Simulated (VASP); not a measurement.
# Cu (Im-3m) in VASP: a series of runs

The runs below take Cu through single point, with PBE.

Everything below comes from runs of VASP 6.6.1. Logs are shortened: lines on timing, memory, paths and dates and some standing lists are left out, and cuts for length are marked.

## 1. The cell of the first run

Symmetry: Im-3m, No. 229, cubic system. Conventional cell: a = 2.913 Å, b = 2.913 Å, c = 2.913 Å, α = 90.00°, β = 90.00°, γ = 90.00°. Cu (site symmetry m-3m) has 14 Cu at 2.52 to 2.91 Å within 3.3 Å.

## 2. Single point, PBE

Input file INCAR:

```
ALGO = Normal ; EDIFF = 1E-7
ENCUT = 520 ; GGA = PE
ISIF = 2 ; ISMEAR = -1
LASPH = T ; LCHARG = F
LREAL = F ; LWAVE = F
NBANDS = 12 ; NELM = 100
PREC = Accurate ; SIGMA = 0.05
```

Input file KPOINTS:

```
k-points
0
Gamma
  18 18 18
```

Input file POSCAR:

```
Cu
1.0
   -1.4562970590      1.4562970590      1.4562970590
    1.4562970590     -1.4562970590      1.4562970590
    1.4562970590      1.4562970590     -1.4562970590
Cu
1
Direct
    0.0000000000      0.0000000000      0.0000000000
```

Potentials or basis: VASP PAW PBE potentials, release 64 (Cu).

Started as:

```bash
$ cat potpaw_PBE.64/Cu/POTCAR > POTCAR
$ mpirun -np 1 vasp_std > vasp.out
```

OUTCAR:

```text
EDIFF = 1E-7
   ENCUT = 520
   GGA = PE
   ISIF = 2
   ISMEAR = -1
   LASPH = T
   LREAL = F
   NELM = 100
   PREC = Accurate

 ion  position               nearest neighbor table
   1  0.000  0.000  0.000-

  LATTYP: Found a body centered cubic cell.
 ALAT       =     2.9125941180

  Lattice vectors:

 A1 = (  -1.4562970590,   1.4562970590,   1.4562970590)
 A2 = (   1.4562970590,  -1.4562970590,   1.4562970590)
 A3 = (   1.4562970590,   1.4562970590,  -1.4562970590)

Analysis of symmetry for initial positions (statically):
=====================================================================
 Subroutine PRICEL returns:
 Original cell was already a primitive cell.

 Routine SETGRP: Setting up the symmetry group for a
 body centered cubic supercell.

 Subroutine GETGRP returns: Found 48 space group operations
 (whereof 48 operations were pure point group operations)
 out of a pool of 48 trial point group operations.

The static configuration has the point symmetry O_h .

Analysis of symmetry for dynamics (positions and initial velocities):
=====================================================================
 Subroutine PRICEL returns:
 Original cell was already a primitive cell.

 Routine SETGRP: Setting up the symmetry group for a
 body centered cubic supercell.

 Subroutine GETGRP returns: Found 48 space group operations
 (whereof 48 operations were pure point group operations)
 out of a pool of 48 trial point group operations.

The dynamic configuration has the point symmetry O_h .

 Subroutine INISYM returns: Found 48 space group operations
 (whereof 48 operations are pure point group operations),
 and found     1 'primitive' translations

----------------------------------------------------------------------------------------

                                     Primitive cell

  volume of cell :      12.3541

  direct lattice vectors                    reciprocal lattice vectors
    -1.456297059  1.456297059  1.456297059     0.000000000  0.343336544  0.343336544
     1.456297059 -1.456297059  1.456297059     0.343336544  0.000000000  0.343336544
     1.456297059  1.456297059 -1.456297059     0.343336544  0.343336544  0.000000000

  length of vectors
     2.522380497  2.522380497  2.522380497     0.485551198  0.485551198  0.485551198

  position of ions in fractional coordinates (direct lattice)
     0.000000000  0.000000000  0.000000000

  ion indices of the primitive-cell ions
   primitive index   ion index
                 1           1

----------------------------------------------------------------------------------------

 KPOINTS: k-points

Automatic generation of k-mesh.
 Grid dimensions read from file:
 generate k-points for:   18   18   18

 Generating k-lattice:

  Cartesian coordinates                     Fractional coordinates (reciprocal lattice)
     0.000000000  0.019074252  0.019074252     0.055555556  0.000000000  0.000000000
     0.019074252  0.000000000  0.019074252     0.000000000  0.055555556  0.000000000
     0.019074252  0.019074252  0.000000000     0.000000000  0.000000000  0.055555556

  Length of vectors
     0.026975067  0.026975067  0.026975067

  Shift w.r.t. Gamma in fractional coordinates (k-lattice)
     0.000000000  0.000000000  0.000000000

 Subroutine IBZKPT returns following result:
 ===========================================

 Found    195 irreducible k-points:

 Following reciprocal coordinates:
            Coordinates               Weight
  0.000000  0.000000  0.000000      1.000000
  0.055556  0.000000  0.000000     12.000000
  0.111111  0.000000  0.000000     12.000000
  0.166667  0.000000  0.000000     12.000000
  0.222222  0.000000  0.000000     12.000000
  0.277778  0.000000  0.000000     12.000000
[... 16 lines left out ...]
  0.333333  0.111111  0.000000     48.000000
  0.388889  0.111111  0.000000     48.000000
 [... further k-points ...]
   k-points           NKPTS =    195   k-points in BZ     NKDIM =    195   number of bands    NBANDS=     12
   number of dos      NEDOS =    301   number of ions     NIONS =      1
   total plane-waves  NPLWV =   8000
   dimension x,y,z NGX =    20 NGY =   20 NGZ =   20
   dimension x,y,z NGXF=    40 NGYF=   40 NGZF=   40
   ions per type =               1
   NGX,Y,Z   is equivalent  to a cutoff of  13.18, 13.18, 13.18 a.u.
   NGXF,Y,Z  is equivalent  to a cutoff of  26.36, 26.36, 26.36 a.u.
 SYSTEM =  unknown system
   PREC   = accura    normal or accurate (medium, high low for compatibility)
   ISTART =      0    job   : 0-new  1-cont  2-samecut
   ICHARG =      2    charge: 1-file 2-atom 10-const
   ISPIN  =      1    spin polarized calculation?
   LNONCOLLINEAR =      F non collinear calculations
   LSORBIT =      F    spin-orbit coupling
   LASPH  =      T    aspherical Exc in radial PAW
   ENCUT  =  520.0 eV  38.22 Ry    6.18 a.u.   4.69  4.69  4.69*2*pi/ulx,y,z
   NELM   =    100;   NELMIN=  2; NELMDL= -5     # of ELM steps
   EDIFF  = 0.1E-06   stopping-criterion for ELM
   LREAL  =      F    real-space projection
   EDIFFG = 0.1E-05   stopping-criterion for IOM
   NSW    =      0    number of steps for IOM
   IBRION =     -1    ionic relax: 0-MD 1-quasi-New 2-CG
   NFREE  =      0    steps in history (QN), initial steepest desc. (CG)
   ISIF   =      2    stress and relaxation
   ISYM   =      2    0-nonsym 1-usesym 2-fastsym
   POTIM  = 0.5000    time-step for ionic-motion
   TEBEG  =    0.0;   TEEND  =   0.0 temperature during run
   PSTRESS=    0.0 pullay stress
   NELECT =      11.0000    total number of electrons
   NUPDOWN=      -1.0000    fix difference up-down
   EMIN   =  10.00;   EMAX   =-10.00  energy-range for DOS
   EFERMI =   0.00;   METHOD = LEGACY
   ISMEAR =    -1;   SIGMA  =   0.05  broadening in eV -4-tet -1-fermi 0-gaus
   EFERMI_NEDOS =   21; number of points for ismear=-14 and -15
   IALGO  =     38    algorithm
   IMIX   =      4    mixing-type and parameters
     AMIX     =   0.40;   BMIX     =  1.00
     AMIX_MAG =   1.60;   BMIX_MAG =  1.00
  volume/ion in A,a.u.               =      12.35        83.37
  Fermi-wavevector in a.u.,A,eV,Ry     =   1.574958  2.976240 33.749170  2.480494
  Thomas-Fermi vector in A             =   2.676014
   LORBIT       =      0    0 simple, 1 ext, 2 COOP (PROOUT), +10 PAW based schemes
   GGA     = PE    functional components
   LHFCALC =     F    Hartree Fock is set to
   AEXX    =    0.0000 exact exchange contribution
   IVDW    =     0    specifies the selected vdW correction
   LEPSILON=     F    determine dielectric tensor
   LRPA    =     F    only Hartree local field effects (RPA)
 non-spin polarized calculation
  energy-cutoff  :      520.00
  volume of cell :       12.35
 maximum number of plane-waves:       370
   NGX =  9   NGY =  9   NGZ =  9

 number of electron      11.0000012 magnetization

 Free energy of the ion-electron system (eV)
  ---------------------------------------------------
  ext. energy  EPLUGINS =         0.00000000
  ---------------------------------------------------
  free energy    TOTEN  =        -3.68687178 eV

  energy without entropy =       -3.68194809  energy(sigma->0) =       -3.68440993

 E-fermi :   7.0446     XC(G=0): -12.4686

 val. band max:        7.0288550844   @ k =  -0.3333   0.3333   0.2778
 cond. band min:       7.0548001591   @ k =   0.3889   0.1111   0.0000
 fundamental gap:      0.0259450747
 Fermi energy:         7.0446497326

 k-point     1 :       0.0000    0.0000    0.0000
  band No.  band energies     occupation
      1      -1.9674      2.00000
      2       4.0724      2.00000
      3       4.0724      2.00000
      4       4.0724      2.00000
      5       5.0185      2.00000
      6       5.0185      2.00000
      7      31.6663      0.00000
      8      31.6663      0.00000
      9      31.6663      0.00000
     10      34.4452      0.00000
     11      34.4452      0.00000
     12      34.4452      0.00000

 k-point     2 :       0.0556    0.0000    0.0000
  band No.  band energies     occupation
      1      -1.8521      2.00000
      2       4.0517      2.00000
      3       4.0717      2.00000
      4       4.1151      2.00000
      5       4.9981      2.00000
      6       5.0200      2.00000
      7      30.2651      0.00000
      8      31.3084      0.00000
      9      31.3357      0.00000
     10      33.0932      0.00000
     11      33.2821      0.00000
     12      33.5634      0.00000

 k-point     3 :       0.1111    0.0000    0.0000
  band No.  band energies     occupation
      1      -1.5099      2.00000
      2       3.9925      2.00000
      3       4.0654      2.00000
      4       4.2398      2.00000
      5       4.9480      2.00000
      6       5.0249      2.00000
      7      27.4815      0.00000
      8      30.1402      0.00000
      9      30.6420      0.00000
     10      31.2908      0.00000
     11      32.4279      0.00000
     12      33.4768      0.00000

 k-point     4 :       0.1667    0.0000    0.0000
  band No.  band energies     occupation
      1      -0.9538      2.00000
      2       3.9025      2.00000
      3       4.0450      2.00000
      4       4.4362      2.00000
      5       4.8963      2.00000
      6       5.0338      2.00000
      7      24.5117      0.00000
      8      28.7288      0.00000
      9      29.5869      0.00000
     10      29.9153      0.00000
     11      31.7830      0.00000
     12      34.0477      0.00000

 k-point     5 :       0.2222    0.0000    0.0000
  band No.  band energies     occupation
      1      -0.2132      2.00000
      2       3.7934      2.00000
      3       4.0185      2.00000
      4       4.6867      2.00000
      5       4.8722      2.00000
      6       5.0471      2.00000
      7      21.6012      0.00000
      8      27.4130      0.00000
      9      28.0411      0.00000
     10      29.2743      0.00000
     11      31.2969      0.00000
     12      34.9758      0.00000

 k-point     6 :       0.2778    0.0000    0.0000
  band No.  band energies     occupation
      1       0.6441      2.00000
      2       3.6788      2.00000
      3       4.0482      2.00000
      4       4.8847      2.00000
      5       4.9665      2.00000
      6       5.0642      2.00000
      7      18.8253      0.00000
      8      26.2819      0.00000
      9      26.6912      0.00000
     10      28.7513      0.00000
     11      30.9565      0.00000
     12      36.1819      0.00000

 k-point     7 :       0.3333    0.0000    0.0000
  band No.  band energies     occupation
      1       1.4604      2.00000
      2       3.5725      2.00000
      3       4.2903      2.00000
      4       4.9250      2.00000
      5       5.0830      2.00000
      6       5.2433      2.00000
      7      16.2352      0.00000
      8      25.3722      0.00000
      9      25.5762      0.00000
     10      28.3513      0.00000
     11      30.7388      0.00000
     12      37.6311      0.00000

 k-point     8 :       0.3889    0.0000    0.0000
  band No.  band energies     occupation
      1       1.9964      2.00000
      2       3.4867      2.00000
      3       4.8535      2.00000
      4       5.0777      2.00000
      5       5.1003      2.00000
      6       5.4802      2.00000
      7      13.9024      0.00000
      8      24.7064      0.00000
      9      24.7377      0.00000
     10      28.0708      0.00000
     11      30.6146      0.00000
     12      39.2970      0.00000
[... 166 lines left out ...]
 k-point    20 :       0.1667    0.1111   -0.0000
  band No.  band energies     occupation
      1       0.0974      2.00000
      2       3.8055      2.00000
      3       3.8905      2.00000
      4       4.8224      2.00000
      5       4.8618      2.00000
      6       5.0929      2.00000
      7      21.8511      0.00000
      8      23.6782      0.00000
      9      27.1078      0.00000
     10      30.9064      0.00000
     11      33.3516      0.00000
     12      34.8232      0.00000

 k-point    21 :       0.2222    0.1111    0.0000
  band No.  band energies     occupation
      1       0.9332      2.00000
      2       3.6919      2.00000
      3       3.8763      2.00000
      4       4.8341      2.00000
      5       5.0883      2.00000
      6       5.2315      2.00000
      7      19.0935      0.00000
      8      22.6600      0.00000
      9      26.0104      0.00000
     10      30.4546      0.00000
     11      33.7556      0.00000
     12      34.9250      0.00000

 k-point    22 :       0.2778    0.1111    0.0000
  band No.  band energies     occupation
      1       1.7213      2.00000
      2       3.5875      2.00000
      3       3.9975      2.00000
      4       4.8784      2.00000
      5       5.1335      2.00000
      6       5.6313      2.00000
      7      16.5005      0.00000
      8      21.8410      0.00000
      9      25.1087      0.00000
     10      30.0655      0.00000
     11      33.7341      0.00000
     12      35.6516      0.00000

 k-point    23 :       0.3333    0.1111    0.0000
  band No.  band energies     occupation
      1       2.2221      2.00000
      2       3.5070      2.00000
      3       4.3239      2.00000
      4       4.9334      2.00000
      5       5.1939      2.00000
      6       6.2094      2.00000
      7      14.1475      0.00000
      8      21.2302      0.00000
      9      24.4370      0.00000
     10      29.7827      0.00000
     11      33.5833      0.00000
     12      36.6927      0.00000

 k-point    24 :       0.3889    0.1111    0.0000
  band No.  band energies     occupation
      1       2.4101      2.00000
      2       3.4564      2.00000
      3       4.6227      2.00000
      4       4.9616      2.00000
      5       5.2995      2.00000
      6       7.0548      0.89884
      7      12.1941      0.00000
      8      20.8499      0.00000
      9      24.0224      0.00000
     10      29.6131      0.00000
     11      33.4784      0.00000
     12      37.7142      0.00000

 [... further k-points ...]
[... 5 lines left out ...]
  --------------------------------------------------------------------------------------
  -------------------------------------------------------------------------------------
  Total       -0.2436626     -0.2436626     -0.2436626      0.0000000     -0.0000000      0.0000000
  in kB      -31.6001729    -31.6001729    -31.6001729      0.0000000     -0.0000000      0.0000000
  external PRESSURE =     -31.6001729 kB  Pullay stress =       0.0000000 kB

 VOLUME and BASIS-vectors are now :
 -----------------------------------------------------------------------------
  energy-cutoff  :      520.00
  volume of cell :       12.35
      direct lattice vectors                 reciprocal lattice vectors
    -1.456297059  1.456297059  1.456297059     0.000000000  0.343336544  0.343336544
     1.456297059 -1.456297059  1.456297059     0.343336544  0.000000000  0.343336544
     1.456297059  1.456297059 -1.456297059     0.343336544  0.343336544  0.000000000

 POSITION                                       TOTAL-FORCE (eV/Angst)
 -----------------------------------------------------------------------------------
      0.00000      0.00000      0.00000        -0.000000      0.000000     -0.000000
 -----------------------------------------------------------------------------------
    total drift:                                0.000000     -0.000000      0.000000

  FREE ENERGIE OF THE ION-ELECTRON SYSTEM (eV)
  ---------------------------------------------------
  free  energy   TOTEN  =        -3.6868717818 eV

  energy  without entropy=       -3.6819480872  energy(sigma->0) =       -3.68440993
```

It took 24 s on 1 thread of Intel Xeon Platinum 8375C at 2.90GHz (Ice Lake), shared host; peak memory 0.15 GiB.

Results:

| Item | Value |
| --- | --- |
| Free energy | -3.6869 eV |
| Pressure | -3.2 GPa |

(Part 1 of 2 ends here.)
